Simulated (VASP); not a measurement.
# MoH3Pb (Pm-3m) in VASP: notebook

Runs on MoH3Pb. Level: PBE. Tasks: single point, relaxation of cell and atoms.

Program: VASP 6.6.1. These are calculated values, not measurements. Logs are shortened: lines on timing, memory, paths and dates and some standing lists are left out, and cuts for length are marked.

## 1. The cell of the first run

Symmetry: Pm-3m, No. 221, cubic system. Conventional cell: a = 3.782 Å, b = 3.782 Å, c = 3.782 Å, α = 90.00°, β = 90.00°, γ = 90.00°. Within 2.5 Å of H (site symmetry 4/mmm) lie 2 Mo at 1.89 Å. Mo (site symmetry m-3m) has 6 H at 1.89 Å within 2.5 Å. Within 3.5 Å of Pb (site symmetry m-3m) lie 12 H at 2.67 Å and 8 Mo at 3.27 Å.

## 2. Single point, PBE

INCAR reads:

```
ALGO = Normal ; EDIFF = 1E-6
ENCUT = 520 ; GGA = PE
ISIF = 2 ; ISMEAR = 0
LASPH = T ; LCHARG = T
LELF = T ; LREAL = F
LVHAR = T ; LWAVE = F
NBANDS = 24 ; NELM = 100
PREC = Accurate ; SIGMA = 0.1
```

KPOINTS reads:

```
k-points
0
Gamma
  10 10 10
```

POSCAR reads:

```
MoH3Pb
1.0
    3.7815879629      0.0000000000      0.0000000000
    0.0000000000      3.7815879629      0.0000000000
    0.0000000000      0.0000000000      3.7815879629
H Mo Pb
3 1 1
Direct
    0.0000000000      0.5000000000      0.5000000000
    0.5000000000      0.0000000000      0.5000000000
    0.5000000000      0.5000000000      0.0000000000
    0.5000000000      0.5000000000      0.5000000000
    0.0000000000      0.0000000000      0.0000000000
```

Potentials or basis: VASP PAW PBE potentials, release 64 (H, Mo_sv, Pb_d).

Run with:

```console
cat potpaw_PBE.64/H/POTCAR potpaw_PBE.64/Mo_sv/POTCAR potpaw_PBE.64/Pb_d/POTCAR > POTCAR
mpirun -np 1 vasp_std > vasp.out
```

OUTCAR:

```text
EDIFF = 1E-6
   ENCUT = 520
   GGA = PE
   ISIF = 2
   ISMEAR = 0
   LASPH = T
   LREAL = F
   NELM = 100
   PREC = Accurate

 ion  position               nearest neighbor table
   1  0.000  0.500  0.500-   4 1.89   4 1.89
   2  0.500  0.000  0.500-   4 1.89   4 1.89
   3  0.500  0.500  0.000-   4 1.89   4 1.89
   4  0.500  0.500  0.500-   1 1.89   2 1.89   3 1.89   3 1.89   2 1.89   1 1.89   5 3.27   5 3.27
                             5 3.27   5 3.27   5 3.27   5 3.27   5 3.27   5 3.27
   5  0.000  0.000  0.000-   4 3.27   4 3.27   4 3.27   4 3.27   4 3.27   4 3.27   4 3.27   4 3.27

  LATTYP: Found a simple cubic cell.
 ALAT       =     3.7815879629

  Lattice vectors:

 A1 = (   3.7815879629,   0.0000000000,   0.0000000000)
 A2 = (   0.0000000000,   3.7815879629,   0.0000000000)
 A3 = (   0.0000000000,   0.0000000000,   3.7815879629)

Analysis of symmetry for initial positions (statically):
=====================================================================
 Subroutine PRICEL returns:
 Original cell was already a primitive cell.

 Routine SETGRP: Setting up the symmetry group for a
 simple cubic supercell.

 Subroutine GETGRP returns: Found 48 space group operations
 (whereof 48 operations were pure point group operations)
 out of a pool of 48 trial point group operations.

The static configuration has the point symmetry O_h .

Analysis of symmetry for dynamics (positions and initial velocities):
=====================================================================
 Subroutine PRICEL returns:
 Original cell was already a primitive cell.

 Routine SETGRP: Setting up the symmetry group for a
 simple cubic supercell.

 Subroutine GETGRP returns: Found 48 space group operations
 (whereof 48 operations were pure point group operations)
 out of a pool of 48 trial point group operations.

The dynamic configuration has the point symmetry O_h .

 Subroutine INISYM returns: Found 48 space group operations
 (whereof 48 operations are pure point group operations),
 and found     1 'primitive' translations

----------------------------------------------------------------------------------------

                                     Primitive cell

  volume of cell :      54.0782

  direct lattice vectors                    reciprocal lattice vectors
     3.781587963  0.000000000  0.000000000     0.264439175  0.000000000  0.000000000
     0.000000000  3.781587963  0.000000000     0.000000000  0.264439175  0.000000000
     0.000000000  0.000000000  3.781587963     0.000000000  0.000000000  0.264439175

  length of vectors
     3.781587963  3.781587963  3.781587963     0.264439175  0.264439175  0.264439175

  position of ions in fractional coordinates (direct lattice)
     0.000000000  0.500000000  0.500000000
     0.500000000  0.000000000  0.500000000
     0.500000000  0.500000000  0.000000000
     0.500000000  0.500000000  0.500000000
     0.000000000  0.000000000  0.000000000

  ion indices of the primitive-cell ions
   primitive index   ion index
                 1           1
                 2           2
                 3           3
                 4           4
                 5           5

----------------------------------------------------------------------------------------

 KPOINTS: k-points

Automatic generation of k-mesh.
 Grid dimensions read from file:
 generate k-points for:   10   10   10

 Generating k-lattice:

  Cartesian coordinates                     Fractional coordinates (reciprocal lattice)
     0.026443917  0.000000000  0.000000000     0.100000000  0.000000000  0.000000000
     0.000000000  0.026443917  0.000000000     0.000000000  0.100000000  0.000000000
     0.000000000  0.000000000  0.026443917     0.000000000  0.000000000  0.100000000

  Length of vectors
     0.026443917  0.026443917  0.026443917

  Shift w.r.t. Gamma in fractional coordinates (k-lattice)
     0.000000000  0.000000000  0.000000000

 Subroutine IBZKPT returns following result:
 ===========================================

 Found     56 irreducible k-points:

 Following reciprocal coordinates:
            Coordinates               Weight
  0.000000  0.000000  0.000000      1.000000
  0.100000  0.000000  0.000000      6.000000
  0.200000  0.000000  0.000000      6.000000
  0.300000  0.000000  0.000000      6.000000
  0.400000  0.000000  0.000000      6.000000
  0.500000  0.000000  0.000000      3.000000
[... 16 lines left out ...]
  0.200000  0.100000  0.100000     24.000000
  0.300000  0.100000  0.100000     24.000000
 [... further k-points ...]
   k-points           NKPTS =     56   k-points in BZ     NKDIM =     56   number of bands    NBANDS=     24
   number of dos      NEDOS =    301   number of ions     NIONS =      5
   total plane-waves  NPLWV =  21952
   dimension x,y,z NGX =    28 NGY =   28 NGZ =   28
   dimension x,y,z NGXF=    56 NGYF=   56 NGZF=   56
   ions per type =               3   1   1
[... 64 lines left out ...]
 fundamental gap:      0.0552002331
 Fermi energy:         8.0638956369

 k-point     1 :       0.0000    0.0000    0.0000
  band No.  band energies     occupation
      1     -52.8185      2.00000
      2     -26.9262      2.00000
      3     -26.9262      2.00000
      4     -26.9262      2.00000
      5      -8.9128      2.00000
      6      -8.9128      2.00000
[... 16 lines left out ...]
     23      18.7237      0.00000
     24      18.7237      0.00000

 k-point     2 :       0.1000    0.0000    0.0000
  band No.  band energies     occupation
      1     -52.8182      2.00000
      2     -26.9323      2.00000
      3     -26.9259      2.00000
      4     -26.9259      2.00000
      5      -8.9106      2.00000
      6      -8.8997      2.00000
[... 16 lines left out ...]
     23      18.3491      0.00000
     24      18.7994      0.00000

 k-point     3 :       0.2000    0.0000    0.0000
  band No.  band energies     occupation
      1     -52.8176      2.00000
      2     -26.9482      2.00000
      3     -26.9252      2.00000
      4     -26.9252      2.00000
      5      -8.9050      2.00000
      6      -8.8654      2.00000
[... 16 lines left out ...]
     23      18.1050      0.00000
     24      18.4443      0.00000

 k-point     4 :       0.3000    0.0000    0.0000
  band No.  band energies     occupation
      1     -52.8169      2.00000
      2     -26.9678      2.00000
      3     -26.9243      2.00000
      4     -26.9243      2.00000
      5      -8.8980      2.00000
      6      -8.8232      2.00000
[... 16 lines left out ...]
     23      17.2055      0.00000
     24      17.2055      0.00000

 k-point     5 :       0.4000    0.0000    0.0000
  band No.  band energies     occupation
      1     -52.8163      2.00000
      2     -26.9836      2.00000
      3     -26.9235      2.00000
      4     -26.9235      2.00000
      5      -8.8924      2.00000
      6      -8.7939      2.00000
[... 16 lines left out ...]
     23      15.8256      0.00000
     24      15.9182      0.00000

 k-point     6 :       0.5000    0.0000    0.0000
  band No.  band energies     occupation
      1     -52.8161      2.00000
      2     -26.9897      2.00000
      3     -26.9233      2.00000
      4     -26.9233      2.00000
      5      -8.8903      2.00000
      6      -8.7976      2.00000
[... 16 lines left out ...]
     23      14.9222      0.00000
     24      15.8831      0.00000
[... 379 lines left out ...]
 k-point    21 :       0.5000    0.5000    0.0000
  band No.  band energies     occupation
      1     -52.8138      2.00000
      2     -26.9849      2.00000
      3     -26.9849      2.00000
      4     -26.9198      2.00000
      5      -8.8910      2.00000
      6      -8.8306      2.00000
[... 16 lines left out ...]
     23      17.9864      0.00000
     24      19.7731      0.00000

 k-point    22 :       0.1000    0.1000    0.1000
  band No.  band energies     occupation
      1     -52.8178      2.00000
      2     -26.9320      2.00000
      3     -26.9315      2.00000
      4     -26.9315      2.00000
      5      -8.8901      2.00000
      6      -8.8901      2.00000
[... 16 lines left out ...]
     23      16.9510      0.00000
     24      18.4011      0.00000

 k-point    23 :       0.2000    0.1000    0.1000
  band No.  band energies     occupation
      1     -52.8172      2.00000
      2     -26.9476      2.00000
      3     -26.9310      2.00000
      4     -26.9308      2.00000
      5      -8.8851      2.00000
      6      -8.8558      2.00000
[... 16 lines left out ...]
     23      16.8897      0.00000
     24      17.9186      0.00000

 k-point    24 :       0.3000    0.1000    0.1000
  band No.  band energies     occupation
      1     -52.8165      2.00000
      2     -26.9671      2.00000
      3     -26.9300      2.00000
      4     -26.9299      2.00000
      5      -8.8789      2.00000
      6      -8.8136      2.00000
[... 16 lines left out ...]
     23      16.4171      0.00000
     24      18.3327      0.00000

 [... further k-points ...]
[... 5 lines left out ...]
  --------------------------------------------------------------------------------------
  -------------------------------------------------------------------------------------
  Total       -0.0106502     -0.0106502     -0.0106502     -0.0000000     -0.0000000      0.0000000
  in kB       -0.3155338     -0.3155338     -0.3155338     -0.0000000     -0.0000000      0.0000000
  external PRESSURE =      -0.3155338 kB  Pullay stress =       0.0000000 kB

 VOLUME and BASIS-vectors are now :
 -----------------------------------------------------------------------------
  energy-cutoff  :      520.00
  volume of cell :       54.08
      direct lattice vectors                 reciprocal lattice vectors
     3.781587963  0.000000000  0.000000000     0.264439175  0.000000000  0.000000000
     0.000000000  3.781587963  0.000000000     0.000000000  0.264439175  0.000000000
     0.000000000  0.000000000  3.781587963     0.000000000  0.000000000  0.264439175

 POSITION                                       TOTAL-FORCE (eV/Angst)
 -----------------------------------------------------------------------------------
      0.00000      1.89079      1.89079         0.000000      0.000000      0.000000
      1.89079      0.00000      1.89079         0.000000      0.000000      0.000000
      1.89079      1.89079      0.00000         0.000000      0.000000      0.000000
      1.89079      1.89079      1.89079         0.000000      0.000000      0.000000
      0.00000      0.00000      0.00000         0.000000      0.000000      0.000000
 -----------------------------------------------------------------------------------
    total drift:                                0.000000      0.000000      0.000000

  FREE ENERGIE OF THE ION-ELECTRON SYSTEM (eV)
  ---------------------------------------------------
  free  energy   TOTEN  =       -22.5701341989 eV

  energy  without entropy=      -22.5513686688  energy(sigma->0) =      -22.56075143
```

Wall time 38 s (1 thread of AMD EPYC 7R13 (Zen 3), shared host); peak memory 0.18 GiB.

What came out:

```
Free energy : -22.5701 eV
Pressure    : 0.0 GPa
```

Levels at points of the mesh, in eV from the Fermi level:
| k point | band 11 | band 12 | band 13 | band 14 | band 15 | band 16 | band 17 | band 18 | band 19 | band 20 |
| --- | --- | --- | --- | --- | --- | --- | --- | --- | --- | --- |
| (0.00, 0.00, 0.00) | -5.94 | -5.94 | -1.84 | 0.20 | 0.20 | 0.20 | 1.18 | 1.18 | 1.18 | 7.39 |
| (0.50, 0.00, 0.00) | -8.23 | -5.90 | -1.50 | -1.43 | -1.43 | 0.18 | 0.27 | 5.28 | 5.52 | 5.52 |
| (0.50, 0.50, 0.00) | -6.23 | -5.44 | -5.44 | -0.51 | -0.51 | 0.26 | 0.47 | 1.50 | 2.52 | 2.52 |
| (0.50, 0.50, 0.50) | -3.76 | -3.76 | -3.76 | -3.59 | -3.59 | -3.59 | 0.31 | 0.31 | 3.16 | 3.84 |

Caveat: spin-orbit coupling is left out, which moves the levels of the heavy elements.

## 3. Relaxation of cell and atoms, PBE

This run uses another cell than the first one, of 11.05 Å³/atom, 1.022 times its volume.

INCAR reads:

```
ALGO     = Normal         # electronic algorithm
EDIFF    = 1E-6           # SCF threshold, eV
EDIFFG   = -0.01          # ionic threshold
ENCUT    = 600            # plane-wave cutoff, eV
GGA      = PE             # functional
IBRION   = 2              # ionic algorithm
ISIF     = 3              # what is computed and relaxed
ISMEAR   = 0              # smearing method
LASPH    = T              # aspherical terms in the spheres
LCHARG   = F              # write CHGCAR
LREAL    = F              # projectors in reciprocal space
LWAVE    = F              # write WAVECAR
NELM     = 100            # most SCF steps
NSW      = 100            # ionic steps
PREC     = Accurate       # precision mode
SIGMA    = 0.1            # smearing width, eV
```

KPOINTS is that of step 2.

Changes to POSCAR since step 2:

```diff
@@ -2,5 +2,5 @@
 1.0
-    3.7815879629      0.0000000000      0.0000000000
-    0.0000000000      3.7815879629      0.0000000000
-    0.0000000000      0.0000000000      3.7815879629
+    3.8088451025      0.0000000000      0.0000000000
+    0.0000000000      3.8088451025      0.0000000000
+    0.0000000000      0.0000000000      3.8088451025
 H Mo Pb
```

Potentials or basis: VASP PAW PBE potentials, release 64 (H, Mo_sv, Pb_d).

Run with:

```console
cat potpaw_PBE.64/H/POTCAR potpaw_PBE.64/Mo_sv/POTCAR potpaw_PBE.64/Pb_d/POTCAR > POTCAR
mpirun -np 1 vasp_std > vasp.out
```

Run time: 99 s. Hardware: 1 thread of AMD EPYC 7R13 (Zen 3), shared host; peak memory 0.2 GiB.

The run converged. Its results:

```
Free energy                            : -22.5722 eV
Relaxed volume                         : 10.82 Å³/atom
Relaxed cell                           : a = 3.783 Å, b = 3.783 Å, c = 3.783 Å, α = 90.00°, β = 90.00°, γ = 90.00°
Space group after relaxing (to 0.05 Å) : Pm-3m (No. 221)
Energy gained by relaxing              : 1.4 meV/atom
Ionic steps                            : 3
Pressure after relaxing                : 0.0 GPa
```

The path:
| step | energy change (eV) | largest force (eV/Å) | pressure (GPa) | volume (Å³) |
| --- | --- | --- | --- | --- |
| 1 | 0.0000 | 0.0000 | -1.86 | 55.26 |
| 2 | -0.0067 | 0.0000 | -0.21 | 54.24 |
| 3 | -0.0068 | 0.0000 | -0.01 | 54.12 |

Final structure:
```yaml
crystal:
  lattice:
    - [3.78261, 0.00000, 0.00000]
    - [0.00000, 3.78261, 0.00000]
    - [0.00000, 0.00000, 3.78261]
  atoms:
    - { symbol: H, position: [0.00000, 0.50000, 0.50000] }
    - { symbol: H, position: [0.50000, 0.00000, 0.50000] }
    - { symbol: H, position: [0.50000, 0.50000, 0.00000] }
    - { symbol: Mo, position: [0.50000, 0.50000, 0.50000] }
    - { symbol: Pb, position: [0.00000, 0.00000, 0.00000] }
```

Levels at points of the mesh, in eV from the Fermi level:
```tsv
k point	band 11	band 12	band 13	band 14	band 15	band 16	band 17	band 18	band 19
(0.00, 0.00, 0.00)	-5.94	-5.94	-1.84	0.20	0.20	0.20	1.18	1.18	1.18
(0.50, 0.00, 0.00)	-8.23	-5.90	-1.50	-1.43	-1.43	0.18	0.27	5.27	5.51
(0.50, 0.50, 0.00)	-6.22	-5.43	-5.43	-0.51	-0.51	0.26	0.47	1.50	2.52
(0.50, 0.50, 0.50)	-3.75	-3.75	-3.75	-3.58	-3.58	-3.58	0.31	0.31	3.15
```

Caveat: spin-orbit coupling is left out, which moves the levels of the heavy elements.

## 4. Single point, PBE

This run uses another cell than the first one, of 14.75 Å³/atom, 1.363 times its volume.

INCAR reads:

```
  PREC = Accurate
  ENCUT = 520
  EDIFF = 1E-6
  ISMEAR = 0
  SIGMA = 0.1
  LREAL = F
  LASPH = T
  NELM = 100
  ALGO = Normal
  ISIF = 2
  LWAVE = F
  LCHARG = F
  GGA = PE
  NBANDS = 24
```

KPOINTS reads:

```
regular mesh
0
Gamma
  4 4 4
```

Changes to POSCAR since step 3:

```diff
@@ -2,5 +2,5 @@
 1.0
-    3.8088451025      0.0000000000      0.0000000000
-    0.0000000000      3.8088451025      0.0000000000
-    0.0000000000      0.0000000000      3.8088451025
+    4.1933140500      0.0000000000      0.0000000000
+    0.0000000000      4.1933140500      0.0000000000
+    0.0000000000      0.0000000000      4.1933140500
 H Mo Pb
```

Run with:

```console
cat potpaw_PBE.64/H/POTCAR potpaw_PBE.64/Mo_sv/POTCAR potpaw_PBE.64/Pb_d/POTCAR > POTCAR
mpirun -np 1 vasp_std > vasp.out
```

It took 17 s on 1 thread of AMD EPYC 7R13 (Zen 3), shared host; peak memory 0.15 GiB.

It converged, with:

```yaml
Free_energy: -21.3219 eV
Pressure: -15.2 GPa
```

Levels at points of the mesh, in eV from the Fermi level:
| k point | band 11 | band 12 | band 13 | band 14 | band 15 | band 16 | band 17 | band 18 | band 19 | band 20 |
| --- | --- | --- | --- | --- | --- | --- | --- | --- | --- | --- |
| (0.00, 0.00, 0.00) | -4.39 | -4.39 | -3.02 | 0.22 | 0.22 | 0.22 | 1.10 | 1.10 | 1.10 | 5.29 |
| (0.50, 0.00, 0.00) | -6.36 | -4.31 | -1.95 | -0.79 | -0.79 | 0.21 | 0.23 | 3.81 | 3.81 | 3.89 |
| (0.50, 0.50, 0.00) | -4.85 | -4.22 | -4.22 | -0.21 | -0.21 | 0.02 | 0.23 | 0.92 | 2.19 | 2.19 |
| (0.50, 0.50, 0.50) | -3.02 | -3.02 | -3.02 | -2.39 | -2.39 | -2.39 | 0.25 | 0.25 | 2.09 | 2.66 |

Caveat: the k points lie up to 0.37 Å⁻¹ apart; spin-orbit coupling is left out, which moves the levels of the heavy elements.

## 5. The runs side by side

```tsv
task	cell	k mesh	cutoff (eV)	gap on the mesh (eV)	pressure (GPa)
single point	a = 3.782 Å, 5 atoms	10 × 10 × 10	520	none	0.0
relaxation of cell and atoms	relaxed from a = 3.809 Å, 5 atoms	10 × 10 × 10	600	none	0.0
single point	a = 4.193 Å, 5 atoms	4 × 4 × 4	520	none	-15.2
```

Alike in all rows: level PBE; potentials or basis VASP PAW PBE potentials, release 64 (H, Mo_sv, Pb_d); no spin polarisation; smearing gaussian 0.1 eV.

Caveats: some runs use coarse meshes; spin-orbit coupling is left out, which moves the levels of the heavy elements.

Absolute energies hang on the potentials; compare differences alone.
